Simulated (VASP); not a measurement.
Write the native input for VASP 6.6.1 that does the following.

```
Task                   : single point
Functional             : r2SCAN
Potentials or basis    : VASP PAW PBE potentials, release 64 (Tl_d, Br)
Cutoff                 : 550 eV
k mesh                 : 6 × 6 × 6
Occupations            : gaussian, width 0.01 eV
Spin                   : no spin polarisation
Dipole correction      : no
Further INCAR settings : ALGO = Normal; EDIFF = 1e-06; NBANDS = 17
```

The system is TlBr.

```
Tl Br
1.0
     3.95455    0.00000    0.00000
     0.00000    3.95455    0.00000
     0.00000    0.00000    3.95455
Tl Br
1 1
Direct
  0.00000 0.00000 0.00000
  0.50000 0.50000 0.50000
```

One way to write it, as run:

POSCAR

```
TlBr
1.0
    3.9545510642      0.0000000000      0.0000000000
    0.0000000000      3.9545510642      0.0000000000
    0.0000000000      0.0000000000      3.9545510642
Tl Br
1 1
Direct
    0.0000000000      0.0000000000      0.0000000000
    0.5000000000      0.5000000000      0.5000000000
```

INCAR.step1

```
SYSTEM = TlBr
PREC = Accurate
ENCUT = 550
ISMEAR = 0
SIGMA = 0.01
LREAL = .FALSE.
LASPH = .TRUE.
NELM = 120
NBANDS = 17
GGA = PE
ALGO = Normal
EDIFF = 1E-5
LWAVE = .TRUE.
LCHARG = .FALSE.
GGA_COMPAT = .FALSE.
```

INCAR.step2

```
SYSTEM = TlBr
PREC = Accurate
ENCUT = 550
EDIFF = 1E-6
ISMEAR = 0
SIGMA = 0.01
LREAL = .FALSE.
LASPH = .TRUE.
NELM = 120
ALGO = Normal
ISIF = 2
LWAVE = .FALSE.
LCHARG = .FALSE.
METAGGA = R2SCAN
LMIXTAU = .TRUE.
NBANDS = 17
ISTART = 1
GGA_COMPAT = .FALSE.
```

KPOINTS

```
regular mesh
0
G
  6 6 6
  0 0 0
```

Potentials or basis: VASP PAW PBE potentials, release 64 (Tl_d, Br).

Launch:

```console
$ cat potpaw_PBE.64/Tl_d/POTCAR potpaw_PBE.64/Br/POTCAR > POTCAR
$ cp INCAR.step1 INCAR
$ mpirun -np 1 vasp_std > vasp.out
$ cp INCAR.step2 INCAR
$ mpirun -np 1 vasp_std > vasp.out
```

Results of the run:

| Property | Result |
| --- | --- |
| Pressure | 0.8 GPa |
| Band gap on the k mesh | 2.25 eV |

Caveat: the PAW data sets were made with another functional, which shifts forces and pressure a little; spin-orbit coupling is left out, which moves the levels of the heavy elements.

Wall time 94 s on 1 thread of AMD EPYC 7R43 64-Core Processor (Zen 3), with other jobs on the host, peak memory 0.15 GiB.
